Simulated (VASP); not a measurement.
Write the native input for VASP 6.6.1 that does the following.

```yaml
Task: single point
Functional: r2SCAN
Potentials_or_basis: VASP PAW PBE potentials, release 64 (Ti_sv)
Cutoff: 520 eV
k_mesh: 18 × 18 × 10
Occupations: methfessel-paxton, width 0.05 eV
Spin: no spin polarisation
Dipole_correction: no
Further_INCAR_settings: ALGO = Normal; EDIFF = 1e-06; NBANDS = 19
```

The system is Ti.

```
Ti
1.0
     3.07210    0.00000    0.00000
    -1.53605    2.66052    0.00000
     0.00000    0.00000    4.63842
Ti
2
Direct
  0.33333 0.66667 0.25000
  0.66667 0.33333 0.75000
```

These files were run (other wordings do the same):

POSCAR

```
Ti
1.0
    3.0721000000      0.0000000000      0.0000000000
   -1.5360500000      2.6605166430      0.0000000000
    0.0000000000      0.0000000000      4.6384185731
Ti
2
Direct
    0.3333333333      0.6666666667      0.2500000000
    0.6666666667      0.3333333333      0.7500000000
```

INCAR.step1

```
SYSTEM = Ti
  ALGO = Normal
  EDIFF = 1E-4
  ENCUT = 520
  GGA = PE
  ISMEAR = 1
  LASPH = .True.
  LCHARG = .False.
  LREAL = .False.
  LWAVE = .True.
  NBANDS = 19
  NELM = 100
  PREC = Accurate
  SIGMA = 0.05
```

INCAR.step2

```
SYSTEM = Ti
  ALGO = Normal
  EDIFF = 1E-6
  ENCUT = 520
  ISIF = 2
  ISMEAR = 1
  ISTART = 1
  LASPH = .True.
  LCHARG = .False.
  LMIXTAU = .True.
  LREAL = .False.
  LWAVE = .False.
  METAGGA = R2SCAN
  NBANDS = 19
  NELM = 100
  PREC = Accurate
  SIGMA = 0.05
```

KPOINTS

```
k-points
0
Gamma
  18 18 10
  0 0 0
```

Potentials or basis: VASP PAW PBE potentials, release 64 (Ti_sv).

Run with:

```bash
$ cat potpaw_PBE.64/Ti_sv/POTCAR > POTCAR
$ cp INCAR.step1 INCAR
$ mpirun -np 1 vasp_std > vasp.out
$ cp INCAR.step2 INCAR
$ mpirun -np 1 vasp_std > vasp.out
```

Results of the run:

```yaml
Pressure: -8.8 GPa
Band_gap_on_the_k_mesh: zero (bands 12 and 13 overlap by 1.14 eV)
```

Caveat: the cell stands under tension; the PAW data sets were made with another functional, which shifts forces and pressure a little.

Wall time 5.2 min on 1 thread of Intel(R) Xeon(R) Platinum 8488C (Sapphire Rapids), with other jobs on the host, peak memory 0.26 GiB.
